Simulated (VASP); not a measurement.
Crystal: Al2BP3.

```
Al B P
1.0
    -1.80051    1.80051    7.63894
     1.80051   -1.80051    7.63894
     1.80051    1.80051   -7.63894
Al B P
2 1 3
Direct
  0.83333 0.83333 0.00000
  0.16667 0.16667 0.00000
  0.50000 0.50000 0.00000
  0.58333 0.08333 0.50000
  0.25000 0.75000 0.50000
  0.91667 0.41667 0.50000
```

```yaml
Program: VASP 6.6.1
Task: relaxation of cell and atoms
Functional: PBE
Potentials_or_basis: VASP PAW PBE potentials, release 64 (Al, B, P)
Cutoff: 600 eV
k_mesh: 6 × 6 × 6
Occupations: gaussian, width 0.1 eV
Spin: no spin polarisation
```

At the start: pressure 12.1 GPa; volume 16.51 Å³/atom.

Problem. How do energy, volume and symmetry change on relaxing?

Solution. Over 9 steps the energy falls by 219.0 meV/atom and the volume is 17.63 Å³/atom (+6.8 %); space group I-4m2 (No. 119, to 0.05 Å).

The path:
| step | energy change (eV) | largest force (eV/Å) | pressure (GPa) | volume (Å³) |
| --- | --- | --- | --- | --- |
| 1 | 0.0000 | 4.0758 | 12.13 | 99.06 |
| 2 | -0.7852 | 1.2850 | -8.04 | 118.09 |
| 3 | -0.9573 | 1.0871 | -3.62 | 111.79 |
| 4 | -1.2183 | 0.7094 | -1.60 | 108.19 |
| 5 | -1.2884 | 0.3774 | 0.44 | 105.38 |
| 6 | -1.3109 | 0.1561 | -0.07 | 105.84 |
| 7 | -1.3109 | 0.1369 | -0.05 | 105.82 |
| 8 | -1.3139 | 0.0407 | -0.08 | 105.77 |
| 9 | -1.3140 | 0.0166 | -0.09 | 105.76 |

Final structure:
```cif
data_structure
_symmetry_space_group_name_H-M 'P 1'
_symmetry_Int_Tables_number 1
_cell_length_a 8.4472
_cell_length_b 8.4472
_cell_length_c 8.4472
_cell_angle_alpha 155.221
_cell_angle_beta 155.221
_cell_angle_gamma 35.327
_cell_volume 105.76
loop_
_atom_site_label
_atom_site_type_symbol
_atom_site_fract_x
_atom_site_fract_y
_atom_site_fract_z
_atom_site_occupancy
Al1 Al 0.84079 0.84079 0.00000 1
Al2 Al 0.15921 0.15921 0.00000 1
B1 B 0.50000 0.50000 0.00000 1
P1 P 0.56676 0.06676 0.50000 1
P2 P 0.25000 0.75000 0.50000 1
P3 P 0.93324 0.43324 0.50000 1
```
